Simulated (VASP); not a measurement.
# P4C (Im-3m) in VASP: notebook

Runs on P4C. Level: PBE. Tasks: relaxation of cell and atoms.

Program: VASP 6.6.1. These are calculated values, not measurements. Logs are shortened: lines on timing, memory, paths and dates and some standing lists are left out, and cuts for length are marked.

### 1 The cell of the first run

The structure is cubic, space group Im-3m (No. 229). The conventional cell has a = 5.723 Å, b = 5.723 Å, c = 5.723 Å, α = 90.00°, β = 90.00°, γ = 90.00°. Within 3.3 Å of P (site symmetry -3m) lie 2 C at 2.48 Å and 6 P at 2.86 Å. C (site symmetry m-3m) has 8 P at 2.48 Å within 3.3 Å.

### 2 Relaxation of cell and atoms, PBE, collinear spin, ferromagnetic start

INCAR reads:

```
SYSTEM = P4C
ALGO = Normal
EDIFF = 1E-6
EDIFFG = -0.04
ENCUT = 600
GGA = PE
IBRION = 2
ISIF = 3
ISMEAR = 0
ISPIN = 2
LASPH = .TRUE.
LCHARG = .FALSE.
LORBIT = 11
LREAL = .FALSE.
LWAVE = .FALSE.
MAGMOM = 0 0 0 0 1
NELM = 150
NSW = 90
PREC = Accurate
SIGMA = 0.1
```

KPOINTS reads:

```
k-points
0
G
  4 4 4
  0 0 0
```

POSCAR reads:

```
P4C
1.0
   -2.8612996800      2.8612996800      2.8612996800
    2.8612996800     -2.8612996800      2.8612996800
    2.8612996800      2.8612996800     -2.8612996800
P C
4 1
Direct
    0.0000000000      0.0000000000      0.5000000000
    0.5000000000      0.0000000000      0.0000000000
    0.0000000000      0.5000000000      0.0000000000
    0.5000000000      0.5000000000      0.5000000000
    0.0000000000      0.0000000000      0.0000000000
```

Potentials or basis: VASP PAW PBE potentials, release 64 (P, C).

Launch:

```sh
cat potpaw_PBE.64/P/POTCAR potpaw_PBE.64/C/POTCAR > POTCAR
mpirun -np 1 vasp_std > vasp.out
```

OUTCAR:

```text
SYSTEM = P4C
   EDIFF = 1E-6
   EDIFFG = -0.04
   ENCUT = 600
   GGA = PE
   IBRION = 2
   ISIF = 3
   ISMEAR = 0
   ISPIN = 2
   LASPH = .TRUE.
   LORBIT = 11
   LREAL = .FALSE.
   NELM = 150
   NSW = 90
   PREC = Accurate

 ion  position               nearest neighbor table
   1  0.000  0.000  0.500-   5 2.48   5 2.48   4 2.86   2 2.86   3 2.86   3 2.86   2 2.86   4 2.86

   2  0.500  0.000  0.000-   5 2.48   5 2.48   4 2.86   1 2.86   4 2.86   3 2.86   1 2.86   3 2.86

   3  0.000  0.500  0.000-   5 2.48   5 2.48   4 2.86   1 2.86   2 2.86   1 2.86   4 2.86   2 2.86

   4  0.500  0.500  0.500-   5 2.48   5 2.48   3 2.86   1 2.86   2 2.86   3 2.86   1 2.86   2 2.86

   5  0.000  0.000  0.000-   1 2.48   2 2.48   3 2.48   4 2.48   1 2.48   3 2.48   2 2.48   4 2.48

  LATTYP: Found a body centered cubic cell.
 ALAT       =     5.7225993600

  Lattice vectors:

 A1 = (  -2.8612996800,   2.8612996800,   2.8612996800)
 A2 = (   2.8612996800,  -2.8612996800,   2.8612996800)
 A3 = (   2.8612996800,   2.8612996800,  -2.8612996800)

Analysis of symmetry for initial positions (statically):
=====================================================================
 Subroutine PRICEL returns:
 Original cell was already a primitive cell.

 Routine SETGRP: Setting up the symmetry group for a
 body centered cubic supercell.

 Subroutine GETGRP returns: Found 48 space group operations
 (whereof 48 operations were pure point group operations)
 out of a pool of 48 trial point group operations.

The static configuration has the point symmetry O_h .

Analysis of symmetry for dynamics (positions and initial velocities):
=====================================================================
 Subroutine PRICEL returns:
 Original cell was already a primitive cell.

 Routine SETGRP: Setting up the symmetry group for a
 body centered cubic supercell.

 Subroutine GETGRP returns: Found 48 space group operations
 (whereof 48 operations were pure point group operations)
 out of a pool of 48 trial point group operations.

The dynamic configuration has the point symmetry O_h .

Analysis of structural, dynamic, and magnetic symmetry:
=====================================================================
 Subroutine PRICEL returns:
 Original cell was already a primitive cell.

 Routine SETGRP: Setting up the symmetry group for a
 body centered cubic supercell.

 Subroutine GETGRP returns: Found 48 space group operations
 (whereof 48 operations were pure point group operations)
 out of a pool of 48 trial point group operations.

The overall configuration has the point symmetry O_h .

 Subroutine INISYM returns: Found 48 space group operations
 (whereof 48 operations are pure point group operations),
 and found     1 'primitive' translations
[... 89 lines left out ...]
   NFREE  =      1    steps in history (QN), initial steepest desc. (CG)
   ISIF   =      3    stress and relaxation
   ISYM   =      2    0-nonsym 1-usesym 2-fastsym
   POTIM  = 0.5000    time-step for ionic-motion
   TEBEG  =    0.0;   TEEND  =   0.0 temperature during run
   PSTRESS=    0.0 pullay stress
   NELECT =      24.0000    total number of electrons
   NUPDOWN=      -1.0000    fix difference up-down
   EMIN   =  10.00;   EMAX   =-10.00  energy-range for DOS
   EFERMI =   0.00;   METHOD = LEGACY
   ISMEAR =     0;   SIGMA  =   0.10  broadening in eV -4-tet -1-fermi 0-gaus
   EFERMI_NEDOS =   21; number of points for ismear=-14 and -15
   IALGO  =     38    algorithm
   IMIX   =      4    mixing-type and parameters
     AMIX     =   0.40;   BMIX     =  1.00
     AMIX_MAG =   1.60;   BMIX_MAG =  1.00
  volume/ion in A,a.u.               =      18.74       126.47
  Fermi-wavevector in a.u.,A,eV,Ry     =   1.039669  1.964690 14.706705  1.080912
  Thomas-Fermi vector in A             =   2.174210
   LORBIT       =     11    0 simple, 1 ext, 2 COOP (PROOUT), +10 PAW based schemes
   GGA     = PE    functional components
   LHFCALC =     F    Hartree Fock is set to
   AEXX    =    0.0000 exact exchange contribution
   IVDW    =     0    specifies the selected vdW correction
   LEPSILON=     F    determine dielectric tensor
   LRPA    =     F    only Hartree local field effects (RPA)
 conjugate gradient relaxation of ions
 spin polarized calculation
 Gauss-broadening in eV      SIGMA  =   0.10
  energy-cutoff  :      600.00
  volume of cell :       93.70
 maximum number of plane-waves:      3151
   NGX = 19   NGY = 19   NGZ = 19

--------------------------------------- Ionic step        1  -------------------------------------------

 number of electron      24.0000002 magnetization       0.3844391

 Free energy of the ion-electron system (eV)
  ---------------------------------------------------
  ext. energy  EPLUGINS =         0.00000000
  ---------------------------------------------------
  free energy    TOTEN  =       -23.11966848 eV

  energy without entropy =      -23.09293584  energy(sigma->0) =      -23.10630216

 E-fermi :   4.9739     XC(G=0):  -9.8407

 val. band max:        4.9391830617   @ k =   0.5000   0.0000   0.0000
 cond. band min:       4.9776717046   @ k =   0.2500   0.2500   0.0000
 fundamental gap:      0.0384886429
 Fermi energy:         4.9738556710

 spin component 1

 k-point     1 :       0.0000    0.0000    0.0000
  band No.  band energies     occupation
      1      -8.9405      1.00000
      2      -3.2617      1.00000
      3      -3.2617      1.00000
      4      -3.2617      1.00000
      5      -2.4504      1.00000
      6      -0.5181      1.00000
[... 393 lines left out ...]
 number of electron      23.9999998 magnetization      -0.0000026

 number of electron      23.9999998 magnetization       0.0000001

 Free energy of the ion-electron system (eV)
  ---------------------------------------------------
  ext. energy  EPLUGINS =         0.00000000
  ---------------------------------------------------
  free energy    TOTEN  =       -24.99375754 eV

  energy without entropy =      -24.98709436  energy(sigma->0) =      -24.99042595

 E-fermi :   8.8190     XC(G=0): -11.2537

 val. band max:        8.7504539553   @ k =   0.2500   0.0000   0.0000
 cond. band min:       9.1200712117   @ k =   0.5000   0.0000   0.0000
 fundamental gap:      0.3696172564
 Fermi energy:         8.8190141189

 spin component 1

 k-point     1 :       0.0000    0.0000    0.0000
  band No.  band energies     occupation
      1      -7.9398      1.00000
      2       0.8116      1.00000
      3       0.8116      1.00000
      4       0.8116      1.00000
      5       1.3508      1.00000
      6       1.3542      1.00000
[... 344 lines left out ...]
  FREE ENERGIE OF THE ION-ELECTRON SYSTEM (eV)
  ---------------------------------------------------
  free  energy   TOTEN  =       -24.9937575350 eV

  energy  without entropy=      -24.9870943583  energy(sigma->0) =      -24.99042595

 reached required accuracy - stopping structural energy minimisation

 total charge

# of ion       s       p       d       tot
------------------------------------------
    1        1.137   1.191   0.000   2.328
    2        1.137   1.191   0.000   2.328
    3        1.137   1.191   0.000   2.328
    4        1.137   1.191   0.000   2.328
    5        0.915   1.344   0.000   2.259
--------------------------------------------------
tot          5.463   6.110   0.000  11.573

 magnetization (x)

# of ion       s       p       d       tot
------------------------------------------
    1        0.000   0.000   0.000   0.000
    2        0.000   0.000   0.000   0.000
    3        0.000   0.000   0.000   0.000
    4        0.000   0.000   0.000   0.000
    5        0.000  -0.000   0.000  -0.000
--------------------------------------------------
tot          0.000  -0.000   0.000  -0.000
```

OSZICAR:

```text
N       E                     dE             d eps       ncg     rms          rms(c)
DAV:   1     0.804894845617E+02    0.80489E+02   -0.10918E+04   544   0.133E+03
DAV:   2    -0.174153776305E+02   -0.97905E+02   -0.96519E+02   716   0.183E+02
[... 28 lines left out ...]
DAV:   2    -0.250043250939E+02    0.20914E-01   -0.47502E-02   630   0.135E+00    0.653E-01
DAV:   3    -0.249940819924E+02    0.10243E-01   -0.14220E-02   598   0.653E-01    0.160E-01
DAV:   4    -0.249937549600E+02    0.32703E-03   -0.90090E-04   701   0.172E-01    0.989E-02
DAV:   5    -0.249937559727E+02   -0.10127E-05   -0.45118E-05   660   0.392E-02    0.329E-02
DAV:   6    -0.249937569687E+02   -0.99601E-06   -0.16024E-05   688   0.216E-02    0.777E-03
DAV:   7    -0.249937575350E+02   -0.56632E-06   -0.14414E-06   294   0.808E-03
   3 F= -.24993758E+02 E0= -.24990426E+02  d E =-.187409E+01  mag=     0.0000
```

CONTCAR:

```text
P4C
   1.00000000000000
    -2.5634453440525844    2.5634453440525844    2.5634453440525844
     2.5634453440525844   -2.5634453440525844    2.5634453440525844
     2.5634453440525844    2.5634453440525844   -2.5634453440525844
  P               C
     4     1
Direct
     0.0000000000000000    0.0000000000000000    0.5000000000000000
     0.5000000000000000    0.0000000000000000    0.0000000000000000
     0.0000000000000000    0.5000000000000000    0.0000000000000000
     0.5000000000000000    0.5000000000000000    0.5000000000000000
     0.0000000000000000    0.0000000000000000    0.0000000000000000

  0.00000000E+00  0.00000000E+00  0.00000000E+00
  0.00000000E+00  0.00000000E+00  0.00000000E+00
  0.00000000E+00  0.00000000E+00  0.00000000E+00
  0.00000000E+00  0.00000000E+00  0.00000000E+00
  0.00000000E+00  0.00000000E+00  0.00000000E+00
```

Wall time 41 s (1 thread of Intel Xeon 6975P-C (Granite Rapids), shared host); peak memory 0.28 GiB.

What came out:

```yaml
Free_energy: -24.9938 eV
Relaxed_volume: 13.48 Å³/atom
Relaxed_cell: a = 4.440 Å, b = 4.440 Å, c = 4.440 Å, α = 109.47°, β = 109.47°, γ = 109.47°
Space_group_after_relaxing_to_0.05_Å: Im-3m (No. 229)
Energy_gained_by_relaxing: 374.8 meV/atom
Ionic_steps: 3
Pressure_after_relaxing: -0.1 GPa
Band_gap_on_the_k_mesh: zero (filled and empty bands overlap)
Net_moment: 0.00 μB per cell
Valence_electrons_inside_the_program's_atomic_spheres: P 2.33; C 2.26
```

The path:
```csv
step,energy change (eV),largest force (eV/Å),pressure (GPa),volume (Å³)
1,0.0000,0.0000,-16.55,93.70
2,-1.8441,0.0000,-3.74,69.82
3,-1.8741,0.0000,-0.08,67.38
```

Final structure:
```
CELL_PARAMETERS angstrom
-2.56345 2.56345 2.56345
2.56345 -2.56345 2.56345
2.56345 2.56345 -2.56345
ATOMIC_POSITIONS crystal
P 0.00000 0.00000 0.50000
P 0.50000 0.00000 0.00000
P 0.00000 0.50000 0.00000
P 0.50000 0.50000 0.50000
C 0.00000 0.00000 0.00000
```

Caveat: the k points lie up to 0.43 Å⁻¹ apart in the final cell; the volume moved by over 15 % at a fixed basis, so the end points are rough.

### 3 Relaxation of cell and atoms, PBE

This run uses another cell than the first one, of 13.32 Å³/atom, 0.711 times its volume.

INCAR reads:

```
PREC = Accurate
ENCUT = 600
EDIFF = 1E-6
ISMEAR = 0
SIGMA = 0.1
LREAL = False
LASPH = True
NELM = 60
ALGO = Normal
ISIF = 3
LWAVE = False
LCHARG = False
GGA = PE
IBRION = 2
NSW = 100
EDIFFG = -0.01
```

KPOINTS reads:

```
regular mesh
0
Gamma
  10 10 10
```

Changes to POSCAR since step 2:

```diff
@@ -2,5 +2,5 @@
 1.0
-   -2.8612996800      2.8612996800      2.8612996800
-    2.8612996800     -2.8612996800      2.8612996800
-    2.8612996800      2.8612996800     -2.8612996800
+   -2.5536827127      2.5536827127      2.5536827127
+    2.5536827127     -2.5536827127      2.5536827127
+    2.5536827127      2.5536827127     -2.5536827127
 P C
```

Potentials or basis: VASP PAW PBE potentials, release 64 (P, C).

Launch:

```sh
cat potpaw_PBE.64/P/POTCAR potpaw_PBE.64/C/POTCAR > POTCAR
mpirun -np 1 vasp_std > vasp.out
```

It took 40 s on 1 thread of Intel Xeon 6975P-C (Granite Rapids), shared host; peak memory 0.22 GiB.

Results (log left out):

```yaml
Free_energy: -25.2435 eV
Relaxed_volume: 13.39 Å³/atom
Relaxed_cell: a = 4.430 Å, b = 4.430 Å, c = 4.430 Å, α = 109.47°, β = 109.47°, γ = 109.47°
Space_group_after_relaxing_to_0.05_Å: Im-3m (No. 229)
Energy_gained_by_relaxing: 0.1 meV/atom
Ionic_steps: 3
Pressure_after_relaxing: 0.0 GPa
Band_gap_on_the_k_mesh: zero (band 12 reaches 10.66 eV, above the bottom of band 13 at 7.95 eV)
```

The path:
```tsv
step	energy change (eV)	largest force (eV/Å)	pressure (GPa)	volume (Å³)
1	0.0000	0.0000	0.52	66.61
2	-0.0005	0.0000	-0.14	67.03
3	-0.0005	0.0000	0.00	66.94
```

Final structure:
```
P C
1.0
    -2.55782    2.55782    2.55782
     2.55782   -2.55782    2.55782
     2.55782    2.55782   -2.55782
P C
4 1
Direct
  0.00000 0.00000 0.50000
  0.50000 0.00000 0.00000
  0.00000 0.50000 0.00000
  0.50000 0.50000 0.50000
  0.00000 0.00000 0.00000
```

Levels at points of the mesh, in eV from the Fermi level:
```tsv
k point	band 10	band 11	band 12	band 13	band 14	band 15
(0.00, 0.00, 0.00)	-4.79	-4.79	1.38	1.38	2.39	2.39
(0.50, 0.00, 0.00)	-1.87	-0.97	-0.44	0.14	0.22	1.22
(0.50, 0.50, 0.50)	-2.59	-0.66	-0.66	-0.66	1.78	5.74
```
